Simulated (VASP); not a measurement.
# NaGa12O18 (a cell with a defect) in VASP: single point with PBE

Aim: the single point of NaGa12O18 (a cell with a defect) with PBE.

All numbers are computed with VASP 6.6.1; they aren't measurements. Logs are shortened: lines on timing, memory, paths and dates and some standing lists are left out, and cuts for length are marked.

**1. The cell of the first run**

The cell holds a defect, 31 atoms: a = 9.250 Å, b = 5.877 Å, c = 6.416 Å, α = 103.29°, β = 103.90°, γ = 90.00°.

**2. Single point, PBE**

Input file INCAR:

```
  PREC = Accurate
  ENCUT = 520
  EDIFF = 1E-6
  ISMEAR = -1
  SIGMA = 0.01
  LREAL = Auto
  LASPH = True
  NELM = 120
  ALGO = Normal
  ISIF = 2
  LWAVE = False
  LCHARG = False
  GGA = PE
  NELECT = 270.0
  NBANDS = 156
  GGA_COMPAT = False
  ISYM = -1
```

Input file KPOINTS:

```
explicit points
1
Reciprocal
  0.25000000   0.25000000   0.25000000 1
```

Input file POSCAR:

```
NaGa12O18
1.0
    0.0000000000      9.2496621800      0.0000000000
   -1.3977182400      0.0000000000      5.7085775500
    6.2279771500     -1.5416103600      0.0067278600
Ga O Na
12 18 1
Direct
    0.1178264990      0.6457434843      0.6822737695
    0.2316492403      0.3066546937      0.3075123451
    0.3096115994      0.1946080127      0.8160198804
    0.0219294475      0.7855058901      0.1163387233
    0.4426017375      0.6856674106      0.6770968719
    0.5561373873      0.3062550576      0.3169289534
    0.6308781986      0.2059560507      0.8106459621
    0.3678804035      0.7867534542      0.1835492690
    0.7667132788      0.6867883250      0.6863380301
    0.8814078284      0.3463339176      0.3115363443
    0.9765348684      0.2087818159      0.8754362807
    0.6891999683      0.7976847509      0.1780267492
    0.1804020489      0.7208829873     -0.0008082399
    0.1778321898      0.2656059101      0.9908150073
    0.2741265227      0.4177787198      0.6365737769
    0.0433220462      0.5928374650      0.3425095640
    0.0470938075      0.1165783841      0.2469215440
    0.2694631783      0.8831710373      0.6609298924
    0.4981972959      0.7389727405      0.0007139844
    0.5006193129      0.2539058997      0.9934037583
    0.6055342645      0.4357366875      0.6473570822
    0.3933344572      0.5567889810      0.3466069420
    0.3940626032      0.0996442983      0.3286031088
    0.6044161250      0.8930757342      0.6651317344
    0.8207186676      0.7246346412      0.0028174566
    0.8185609006      0.2691272642      0.9945423589
    0.9559432635      0.3988957364      0.6508390685
    0.7251798983      0.5746371344      0.3576701954
    0.7293593598      0.1090302235      0.3331689379
    0.9520215760      0.8757399269      0.7486353204
    0.9996868113      0.9942708056      0.4967404931
```

Potentials or basis: VASP PAW PBE potentials, release 64 (Ga_d, O, Na_pv).

Run with:

```sh
$ cat potpaw_PBE.64/Ga_d/POTCAR potpaw_PBE.64/O/POTCAR potpaw_PBE.64/Na_pv/POTCAR > POTCAR
$ mpirun -np 1 vasp_std > vasp.out
```

OUTCAR:

```text
PREC = Accurate
   ENCUT = 520
   EDIFF = 1E-6
   ISMEAR = -1
   LREAL = Auto
   LASPH = True
   NELM = 120
   ISIF = 2
   GGA = PE
   NELECT = 270.0
   ISYM = -1

 ion  position               nearest neighbor table
   1  0.118  0.646  0.682-  13 1.92  15 2.00  27 2.03  18 2.03  16 2.07  30 2.10  31 2.70
   2  0.232  0.307  0.308-  14 1.93  23 1.93  17 1.95  15 2.00  22 2.03  16 2.43
   3  0.310  0.195  0.816-  14 1.83  20 1.84  18 1.86  15 1.91
   4  0.022  0.786  0.116-  13 1.80  25 1.83  17 1.92  16 2.01  31 2.52
   5  0.443  0.686  0.677-  24 1.96  19 1.97  18 1.97  22 2.02  21 2.12  15 2.14
   6  0.556  0.306  0.317-  23 1.96  20 1.96  29 1.97  21 2.02  22 2.12  28 2.15
   7  0.631  0.206  0.811-  26 1.83  24 1.85  20 1.85  21 1.87
   8  0.368  0.787  0.184-  13 1.83  23 1.85  19 1.85  22 1.87
   9  0.767  0.687  0.686-  24 1.93  25 1.93  30 1.95  28 2.00  21 2.03
  10  0.881  0.346  0.312-  26 1.92  28 2.00  16 2.03  29 2.03  27 2.07  17 2.10  31 2.72
  11  0.977  0.209  0.875-  26 1.80  14 1.83  30 1.93  27 1.99  31 2.53
  12  0.689  0.798  0.178-  25 1.83  19 1.84  29 1.86  28 1.92
  13  0.180  0.721  0.999-   4 1.80   8 1.83   1 1.92
  14  0.178  0.266  0.991-  11 1.83   3 1.83   2 1.93
  15  0.274  0.418  0.637-   3 1.91   1 2.00   2 2.00   5 2.14
  16  0.043  0.593  0.343-   4 2.01  10 2.03   1 2.07   2 2.43
  17  0.047  0.117  0.247-   4 1.92   2 1.95  31 2.04  10 2.10
  18  0.269  0.883  0.661-   3 1.86   5 1.97   1 2.03
  19  0.498  0.739  0.001-  12 1.84   8 1.85   5 1.97
  20  0.501  0.254  0.993-   3 1.84   7 1.85   6 1.96
  21  0.606  0.436  0.647-   7 1.87   6 2.02   9 2.03   5 2.12
  22  0.393  0.557  0.347-   8 1.87   5 2.02   2 2.03   6 2.12
  23  0.394  0.100  0.329-   8 1.85   2 1.93   6 1.96
  24  0.604  0.893  0.665-   7 1.85   9 1.93   5 1.96
  25  0.821  0.725  0.003-   4 1.83  12 1.83   9 1.93
  26  0.819  0.269  0.995-  11 1.80   7 1.83  10 1.92
  27  0.956  0.399  0.651-  11 1.99   1 2.03  10 2.07
  28  0.725  0.575  0.358-  12 1.92  10 2.00   9 2.00   6 2.15
  29  0.729  0.109  0.333-  12 1.86   6 1.97  10 2.03
  30  0.952  0.876  0.749-  11 1.93   9 1.95  31 2.04   1 2.10
  31  1.000  0.994  0.497-  17 2.04  30 2.04   4 2.52  11 2.53   1 2.70  10 2.72

IMPORTANT INFORMATION: All symmetrisations will be switched off!
NOSYMM: (Re-)initialisation of all symmetry stuff for point group C_1.

----------------------------------------------------------------------------------------

                                     Primitive cell

  volume of cell :     328.9392

  direct lattice vectors                    reciprocal lattice vectors
     0.000000000  9.249662180  0.000000000     0.026753887  0.108112056  0.006550563
    -1.397718240  0.000000000  5.708577550    -0.000189185  0.000000000  0.175128666
     6.227977150 -1.541610360  0.006727860     0.160523321  0.000000000  0.039303377

  length of vectors
     9.249662180  5.877199497  6.415941641     0.111565663  0.175128768  0.165264914

  position of ions in fractional coordinates (direct lattice)
     0.117826499  0.645743484  0.682273770
     0.231649240  0.306654694  0.307512345
     0.309611599  0.194608013  0.816019880
     0.021929447  0.785505890  0.116338723
     0.442601737  0.685667411  0.677096872
     0.556137387  0.306255058  0.316928953
[... 23 lines left out ...]
     0.952021576  0.875739927  0.748635320
     0.999686811  0.994270806  0.496740493

  ion indices of the primitive-cell ions
   primitive index   ion index
                 1           1
                 2           2
                 3           3
                 4           4
                 5           5
                 6           6
[... 23 lines left out ...]
                30          30
                31          31

----------------------------------------------------------------------------------------

 KPOINTS: explicit points

Read explicit list of k-points.

 Found      1 k-points:

 Following reciprocal coordinates:
            Coordinates               Weight
  0.250000  0.250000  0.250000      1.000000
   k-points           NKPTS =      1   k-points in BZ     NKDIM =      1   number of bands    NBANDS=    156
   number of dos      NEDOS =    301   number of ions     NIONS =     31
   total plane-waves  NPLWV = 161280
   dimension x,y,z NGX =    70 NGY =   48 NGZ =   48
   dimension x,y,z NGXF=   140 NGYF=   96 NGZF=   96
   ions per type =              12  18   1
   NGX,Y,Z   is equivalent  to a cutoff of  12.58, 13.58, 12.44 a.u.
   NGXF,Y,Z  is equivalent  to a cutoff of  25.16, 27.16, 24.87 a.u.
 SYSTEM =  unknown system
   PREC   = accura    normal or accurate (medium, high low for compatibility)
   ISTART =      0    job   : 0-new  1-cont  2-samecut
   ICHARG =      2    charge: 1-file 2-atom 10-const
   ISPIN  =      1    spin polarized calculation?
   LNONCOLLINEAR =      F non collinear calculations
   LSORBIT =      F    spin-orbit coupling
   LASPH  =      T    aspherical Exc in radial PAW
   ENCUT  =  520.0 eV  38.22 Ry    6.18 a.u.  17.20 10.93 11.93*2*pi/ulx,y,z
   NELM   =    120;   NELMIN=  2; NELMDL= -5     # of ELM steps
   EDIFF  = 0.1E-05   stopping-criterion for ELM
   LREAL  =      T    real-space projection
   EDIFFG = 0.1E-04   stopping-criterion for IOM
   NSW    =      0    number of steps for IOM
   IBRION =     -1    ionic relax: 0-MD 1-quasi-New 2-CG
   NFREE  =      0    steps in history (QN), initial steepest desc. (CG)
   ISIF   =      2    stress and relaxation
   ISYM   =     -1    0-nonsym 1-usesym 2-fastsym
   POTIM  = 0.5000    time-step for ionic-motion
   TEBEG  =    0.0;   TEEND  =   0.0 temperature during run
   PSTRESS=    0.0 pullay stress
   NELECT =     270.0000    total number of electrons
   NUPDOWN=      -1.0000    fix difference up-down
   EMIN   =  10.00;   EMAX   =-10.00  energy-range for DOS
   EFERMI =   0.00;   METHOD = LEGACY
   ISMEAR =    -1;   SIGMA  =   0.01  broadening in eV -4-tet -1-fermi 0-gaus
   EFERMI_NEDOS =   21; number of points for ismear=-14 and -15
   IALGO  =     38    algorithm
   IMIX   =      4    mixing-type and parameters
     AMIX     =   0.40;   BMIX     =  1.00
     AMIX_MAG =   1.60;   BMIX_MAG =  1.00
  volume/ion in A,a.u.               =      10.61        71.61
  Fermi-wavevector in a.u.,A,eV,Ry     =   1.532819  2.896608 31.967351  2.349534
  Thomas-Fermi vector in A             =   2.639972
   LORBIT       =      0    0 simple, 1 ext, 2 COOP (PROOUT), +10 PAW based schemes
   GGA     = PE    functional components
   LHFCALC =     F    Hartree Fock is set to
   AEXX    =    0.0000 exact exchange contribution
   IVDW    =     0    specifies the selected vdW correction
   LEPSILON=     F    determine dielectric tensor
   LRPA    =     F    only Hartree local field effects (RPA)
 non-spin polarized calculation
  energy-cutoff  :      520.00
  volume of cell :      328.94
 maximum number of plane-waves:      8866
 NGX is ok and might be reduce to    70
   NGX = 35   NGY = 21   NGZ = 23

 number of electron     269.9999996 magnetization

 Free energy of the ion-electron system (eV)
  ---------------------------------------------------
  ext. energy  EPLUGINS =         0.00000000
  ---------------------------------------------------
  free energy    TOTEN  =      -184.85720950 eV

  energy without entropy =     -184.85720950  energy(sigma->0) =     -184.85720950

 E-fermi :   3.9951     XC(G=0): -11.4967

 val. band max:        3.6857554740   @ k =   0.2500   0.2500   0.2500
 cond. band min:       7.7761379755   @ k =   0.2500   0.2500   0.2500
 fundamental gap:      4.0903825015
 Fermi energy:         3.9951214680

 k-point     1 :       0.2500    0.2500    0.2500
  band No.  band energies     occupation
      1     -17.8731      2.00000
      2     -17.6947      2.00000
      3     -17.6441      2.00000
      4     -14.7151      2.00000
      5     -14.5634      2.00000
      6     -14.3578      2.00000
[... 139 lines left out ...]
    146      10.7117      0.00000
    147      11.2809      0.00000
 [bands above 147 left out]

------------------------ aborting loop because EDIFF is reached ----------------------------------------

  FORCE on cell =-STRESS in cart. coord.  units (eV):
  Direction    XX          YY          ZZ          XY          YZ          ZX
  --------------------------------------------------------------------------------------
  -------------------------------------------------------------------------------------
  Total        7.4377518      5.8285064     -3.9115244     -3.5403258     -0.9573350      1.8774359
  in kB       36.2273548     28.3891390    -19.0520178    -17.2440061     -4.6629296      9.1445018
  external PRESSURE =      15.1881586 kB  Pullay stress =       0.0000000 kB

 VOLUME and BASIS-vectors are now :
 -----------------------------------------------------------------------------
  energy-cutoff  :      520.00
  volume of cell :      328.94
      direct lattice vectors                 reciprocal lattice vectors
     0.000000000  9.249662180  0.000000000     0.026753887  0.108112056  0.006550563
    -1.397718240  0.000000000  5.708577550    -0.000189185  0.000000000  0.175128666
     6.227977150 -1.541610360  0.006727860     0.160523321  0.000000000  0.039303377

 POSITION                                       TOTAL-FORCE (eV/Angst)
 -----------------------------------------------------------------------------------
      3.34662      0.03806      3.69087         0.012392      0.004205      0.012088
      1.48656      1.66861      1.75263        -0.012217     -0.022595      0.004523
      4.81015      1.60582      1.11642        -0.006730     -0.005125      0.009998
     -0.37336      0.02349      4.48490         0.009686      0.008896     -0.029478
      3.25857      3.05010      3.91874         0.011482      0.002553      0.011232
      1.54577      4.65550      1.75041        -0.018049      0.002124      0.000011
[... 23 lines left out ...]
      3.43845      7.65177      5.00427         0.026892     -0.009140     -0.021501
      1.70398      8.48098      5.67921        -0.004155     -0.008132      0.011297
 -----------------------------------------------------------------------------------
    total drift:                                0.013880      0.002085      0.011930

  FREE ENERGIE OF THE ION-ELECTRON SYSTEM (eV)
  ---------------------------------------------------
  free  energy   TOTEN  =      -184.8572095034 eV

  energy  without entropy=     -184.8572095034  energy(sigma->0) =     -184.85720950
```

Run time: 1.9 min. Hardware: 1 thread of AMD EPYC 9R14 (Zen 4), shared host; peak memory 0.35 GiB.

Results:

```
Free energy   : -184.8572 eV
Largest force : 0.041 eV/Å
```

Forces on the atoms (eV/Å):
```
Ga   0.012  0.004  0.012
Ga  -0.012 -0.023  0.005
Ga  -0.007 -0.005  0.010
Ga   0.010  0.009 -0.029
Ga   0.011  0.003  0.011
Ga  -0.018  0.002  0.000
Ga  -0.009  0.000 -0.002
Ga   0.002 -0.004 -0.003
Ga   0.016  0.023 -0.013
Ga  -0.007  0.005 -0.036
Ga   0.005 -0.011  0.007
Ga   0.003  0.011 -0.011
O    0.002  0.016  0.006
O   -0.001  0.006  0.010
O    0.001  0.009 -0.004
O   -0.002  0.021  0.010
O   -0.031  0.004  0.026
O   -0.025 -0.013  0.004
O   -0.013  0.001 -0.005
O    0.017  0.001  0.005
O    0.003  0.006 -0.008
O   -0.001 -0.004  0.002
O    0.024 -0.003 -0.012
O   -0.024 -0.004  0.014
O   -0.003 -0.011 -0.006
O    0.001 -0.008  0.008
O   -0.001 -0.020 -0.001
O   -0.004 -0.016  0.007
O    0.027  0.020  0.003
O    0.027 -0.009 -0.022
Na  -0.004 -0.008  0.011
```

Levels at points of the mesh, in eV from the Fermi level:
```csv
k point,band 133,band 134,band 135,band 136,band 137,band 138
"(0.25, 0.25, 0.25)",-0.53,-0.42,-0.31,3.78,4.41,5.13
```

Caveat: the cell carries a net charge on a neutralising background, which shifts energy and pressure; the cell is charged against a uniform background, so pressure and absolute levels hang on convention.
